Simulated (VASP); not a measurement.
W, 1 atom in the cell. The structure is cubic, space group Fm-3m (No. 225). Conventional cell: a = 4.113 Å, b = 4.113 Å, c = 4.113 Å, α = 90.00°, β = 90.00°, γ = 90.00°. Within 3.8 Å of W (site symmetry m-3m) lie 12 W at 2.91 Å.  This cell differs from its parent crystal: volume scaled by 1.04.

| Quantity | Value |
| --- | --- |
| Program | VASP 6.6.1 |
| Task | single point |
| Functional | PBE |
| Potentials or basis | VASP PAW PBE potentials, release 64 (W_sv) |
| Cutoff | 520 eV |
| k mesh | 14 × 14 × 14 |
| Occupations | fermi-dirac, width 0.05 eV |
| Spin | no spin polarisation |
| Dipole correction | no |
| Further INCAR settings | ALGO = Normal; EDIFF = 1e-06; NBANDS = 13 |

Potentials or basis: VASP PAW PBE potentials, release 64 (W_sv).

Command:

```console
$ cat potpaw_PBE.64/W_sv/POTCAR > POTCAR
$ mpirun -np 1 vasp_std > vasp.out
```

Hardware: 1 thread of Intel Xeon 8259CL, with other jobs on the host.

Q: How long does it take, and how much memory?

A: Run time: 25 s on 1 thread of Intel Xeon 8259CL (shared host), peak memory 0.15 GiB. Counts: scf iterations 11, k points 104.
